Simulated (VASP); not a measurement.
A run of VASP 6.6.1:

INCAR

```
SYSTEM = Rb
PREC = Accurate ; ENCUT = 500
EDIFF = 1E-6 ; ISMEAR = -1
SIGMA = 0.1 ; LREAL = .False.
LASPH = .True. ; NELM = 120
ALGO = Normal ; ISIF = 2
LWAVE = .False. ; LCHARG = .False.
GGA = PE ; NBANDS = 16
GGA_COMPAT = .False.
```

File KPOINTS:

```
regular mesh
0
Gamma
  4 4 4
  0 0 0
```

Contents of POSCAR:

```
Rb
1.0
    0.0000000000      5.1666243852      5.1666243852
    5.1666243852      0.0000000000      5.1666243852
    5.1666243852      5.1666243852      0.0000000000
Rb
2
Direct
    1.0000000000      1.0000000000      1.0000000000
    0.2500000000      0.2500000000      0.2500000000
```

Potentials or basis: VASP PAW PBE potentials, release 64 (Rb_sv).

Command:

```console
$ cat potpaw_PBE.64/Rb_sv/POTCAR > POTCAR
$ mpirun -np 1 vasp_std > vasp.out
```

Hardware: 1 thread of AMD EPYC 9R45 (Zen 5), on a shared host.

Task: How long does it take, and how much memory?

Result: Wall time 27 s on 1 thread of AMD EPYC 9R45 (Zen 5), on a shared host, peak memory 0.35 GiB. Counts: scf iterations 12, k points 8.
